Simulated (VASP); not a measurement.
# Ge4BC3: single point with PBE

Ge4BC3:

```xyz
16
Lattice="6.5151 0.0000 0.0000 0.0000 5.7309 0.0000 0.0000 0.0000 5.4670" Properties=species:S:1:pos:R:3 pbc="T T T"
Ge    4.9035    1.9342    2.0216
Ge    1.6116    1.9342    2.0216
Ge    3.2576    0.9346    4.8062
Ge    0.0000    0.9938    4.7699
Ge    0.0000    4.7963    2.0727
Ge    3.2576    4.7371    2.0364
Ge    1.6459    3.7967    4.7552
Ge    4.8692    3.7967    4.7552
B     3.2576    0.9283    2.7509
B     0.0000    4.8026    0.0174
C     3.2576    4.7511    0.0148
C     4.8833    1.9295    0.0080
C     1.6318    1.9295    0.0080
C     0.0000    0.9798    2.7484
C     4.8894    3.8014    2.7415
C     1.6257    3.8014    2.7415
```

```json
{"Program": "VASP 6.6.1", "Task": "single point", "Functional": "PBE", "Potentials or basis": "VASP PAW PBE potentials, release 64 (Ge_d, B, C)", "Cutoff": "520 eV", "k mesh": "3 × 3 × 3", "Occupations": "gaussian, width 0.2 eV", "Spin": "no spin polarisation", "Dipole correction": "no", "Further INCAR settings": "LREAL = Auto; ALGO = Normal; EDIFF = 1e-06; NBANDS = 85"}
```

```json
{"Pressure": "-0.2 GPa", "Largest force": "0.042 eV/Å", "Band gap on the k mesh": "zero (bands 71 and 72 overlap by 1.33 eV)"}
```

Forces on the atoms (eV/Å):
```
Ge  -0.022  0.016 -0.001
Ge   0.022  0.016 -0.001
Ge   0.000 -0.013  0.011
Ge   0.000  0.008  0.004
Ge   0.000  0.013  0.011
Ge   0.000 -0.008  0.004
Ge  -0.022 -0.016 -0.001
Ge   0.022 -0.016 -0.001
B    0.000 -0.003  0.011
B    0.000  0.003  0.011
C    0.000  0.039  0.015
C    0.020  0.019 -0.020
C   -0.020  0.019 -0.020
C    0.000 -0.039  0.015
C   -0.020 -0.019 -0.020
C    0.020 -0.019 -0.020
```

Stress tensor (GPa, compression positive):
```
-0.20  0.00  0.00
 0.00 -0.08  0.00
 0.00  0.00 -0.34
```

Levels at points of the mesh, in eV from the Fermi level:
```csv
k point,band 68,band 69,band 70,band 71,band 72,band 73
"(0.00, 0.00, 0.00)",-0.60,0.03,0.54,0.83,1.08,3.01
```

It took 2.7 min on 1 thread of AMD EPYC 9R45 96-Core Processor (Zen 5) (shared host), peak memory 0.31 GiB.

Caveat: the k points lie up to 0.38 Å⁻¹ apart, too coarse for converged energies and pressures of a metal.
